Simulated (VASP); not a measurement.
Set up this calculation in VASP 6.6.1, as the native input.

* Task: single point
* Functional: r2SCAN
* Potentials or basis: VASP PAW PBE potentials, release 64 (Sn_d, Se)
* Cutoff: 520 eV
* k mesh: 10 × 10 × 10
* Occupations: gaussian, width 0.05 eV
* Spin: no spin polarisation
* Dipole correction: no
* Further INCAR settings: ALGO = Normal; EDIFF = 1e-07; NBANDS = 17

The system is SnSe.

```xyz
2
Lattice="0.0000 3.0100 3.0100 3.0100 0.0000 3.0100 3.0100 3.0100 0.0000" Properties=species:S:1:pos:R:3 pbc="T T T"
Sn    0.0000    0.0000    0.0000
Se    3.0100    3.0100    3.3100
```

This cell differs from its parent crystal: all Se atoms moved -0.300 Å, as atom 2 towards its neighbour atom 1 (Sn) at 3.010 Å.

These files were run (other wordings do the same):

POSCAR

```
SnSe
1.0
    0.0000000000      3.0100000000      3.0100000000
    3.0100000000      0.0000000000      3.0100000000
    3.0100000000      3.0100000000      0.0000000000
Sn Se
1 1
Direct
    0.0000000000      0.0000000000      0.0000000000
    0.5498338870      0.5498338870      0.4501661130
```

INCAR.step1

```
ALGO = Normal
EDIFF = 1E-4
ENCUT = 520
GGA = PE
ISMEAR = 0
LASPH = T
LCHARG = F
LREAL = F
LWAVE = T
NBANDS = 17
NELM = 100
PREC = Accurate
SIGMA = 0.05
```

INCAR.step2

```
ALGO = Normal
EDIFF = 1E-7
ENCUT = 520
ISIF = 2
ISMEAR = 0
ISTART = 1
LASPH = T
LCHARG = F
LMIXTAU = T
LREAL = F
LWAVE = F
METAGGA = R2SCAN
NBANDS = 17
NELM = 100
PREC = Accurate
SIGMA = 0.05
```

KPOINTS

```
k-points
0
Gamma
  10 10 10
```

Potentials or basis: VASP PAW PBE potentials, release 64 (Sn_d, Se).

Command:

```console
$ cat potpaw_PBE.64/Sn_d/POTCAR potpaw_PBE.64/Se/POTCAR > POTCAR
$ cp INCAR.step1 INCAR
$ mpirun -np 1 vasp_std > vasp.out
$ cp INCAR.step2 INCAR
$ mpirun -np 1 vasp_std > vasp.out
```

Results of the run:

```json
{
  "Pressure": "1.4 GPa",
  "Largest force": "0.287 eV/Å",
  "Band gap on the k mesh": "0.80 eV (least direct gap 0.84 eV)"
}
```

Caveat: the cell differs from its parent crystal (all Se atoms moved -0.300 Å, as atom 2 towards its neighbour atom 1 (Sn) at 3.010 Å); the PAW data sets were made with another functional, which shifts forces and pressure a little; spin-orbit coupling is left out, which moves the levels of the heavy elements.

It took 3.8 min on 1 thread of Intel(R) Xeon(R) Platinum 8488C (Sapphire Rapids) (shared host), peak memory 0.25 GiB.
